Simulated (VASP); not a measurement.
Write the native input for VASP 6.6.1 that does the following.

```yaml
Task: single point
Functional: PBEsol
Potentials_or_basis: VASP PAW PBE potentials, release 64 (Be, S)
Cutoff: 520 eV
k_mesh: 10 × 10 × 10
Occupations: gaussian, width 0.05 eV
Spin: no spin polarisation
Dipole_correction: no
Further_INCAR_settings: ALGO = Normal; EDIFF = 1e-07; NBANDS = 11
```

The structure of BeS lies in POSCAR:

```
BeS
1.0
    0.0000000000      2.4152932230      2.5344105173
    2.5344105173      0.0000000000      2.5344105173
    2.5344105173      2.4152932230      0.0000000000
Be S
1 1
Direct
    0.0000000000      0.0000000000      0.0000000000
    0.7500000000      0.7500000000      0.7500000000
```

This cell differs from its parent crystal: volume 15.514 Å^3 an atom, c/a of the conventional cell 0.9530.

One way to write it, as run:

INCAR

```
PREC = Accurate ; ENCUT = 520
EDIFF = 1E-7 ; ISMEAR = 0
SIGMA = 0.05 ; LREAL = F
LASPH = T ; NELM = 100
ALGO = Normal ; ISIF = 2
LWAVE = F ; LCHARG = F
GGA = PS ; NBANDS = 11
```

KPOINTS

```
regular mesh
0
Gamma
  10 10 10
```

Potentials or basis: VASP PAW PBE potentials, release 64 (Be, S).

Command:

```sh
$ cat potpaw_PBE.64/Be/POTCAR potpaw_PBE.64/S/POTCAR > POTCAR
$ mpirun -np 1 vasp_std > vasp.out
```

It gave:

The pressure is -7.4 GPa. The band gap on the k mesh is 2.75 eV, indirect (least direct gap 4.87 eV).

Caveat: the PAW data sets were made with another functional, which shifts forces and pressure a little.

It took 14 s on 1 thread of Intel(R) Xeon(R) 6975P-C (Granite Rapids), on a shared host, peak memory 0.16 GiB.
